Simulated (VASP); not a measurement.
Write the native input for VASP 6.6.1 that does the following.

```
Task                   : relaxation of cell and atoms
Functional             : LDA
Potentials or basis    : VASP PAW LDA potentials, release 64 (Cu, O)
Cutoff                 : 600 eV
k mesh                 : 9 × 9 × 5
Occupations            : fermi-dirac, width 0.05 eV
Spin                   : no spin polarisation
Dipole correction      : no
Further INCAR settings : ALGO = Normal; EDIFF = 1e-07; IBRION = 2; EDIFFG = -0.01; NSW = 60; ISIF = 3
```

The structure of CuO lies in POSCAR:

```
CuO
1.0
    3.2880244300      0.0000000000      0.0000000000
   -1.6440122100      2.8475126800      0.0000000000
    0.0000000000      0.0000000000      5.3850248600
Cu O
2 2
Direct
    0.6666666667      0.3333333333      0.0000000000
    0.3333333333      0.6666666667      0.5000000000
    0.6666666667      0.3333333333      0.6252000000
    0.3333333333      0.6666666667      0.1252000000
```

The input as run:

INCAR

```
SYSTEM = CuO
  ALGO = Normal
  EDIFF = 1E-7
  EDIFFG = -0.01
  ENCUT = 600
  GGA = CA
  IBRION = 2
  ISIF = 3
  ISMEAR = -1
  LASPH = .True.
  LCHARG = .False.
  LREAL = .False.
  LWAVE = .False.
  NELM = 80
  NSW = 60
  PREC = Accurate
  SIGMA = 0.05
```

KPOINTS

```
k-points
0
Gamma
  9 9 5
  0 0 0
```

Potentials or basis: VASP PAW LDA potentials, release 64 (Cu, O).

Launch:

```sh
$ cat potpaw_LDA.64/Cu/POTCAR potpaw_LDA.64/O/POTCAR > POTCAR
$ mpirun -np 1 vasp_std > vasp.out
```

It gave:

```json
{
  "Relaxed volume": "10.57 Å³/atom",
  "Relaxed cell": "a = 3.037 Å, b = 3.037 Å, c = 5.293 Å, α = 90.00°, β = 90.00°, γ = 120.00°",
  "Space group after relaxing (to 0.1 Å)": "P6_3mc (No. 186)",
  "Energy gained by relaxing": "149.9 meV/atom",
  "Ionic steps": "11",
  "Pressure after relaxing": "0.0 GPa",
  "Band gap on the k mesh": "zero (bands 17 and 18 overlap by 1.46 eV)"
}
```

Caveat: the volume moved by over 15 % at a fixed basis, so the end points are rough; semilocal functionals often make such compounds metallic where correlation or magnetic order opens a gap, which also shifts bond lengths.

Run time: 5 min on 1 thread of AMD EPYC 7R13 Processor (Zen 3), with other jobs on the host, peak memory 0.16 GiB.
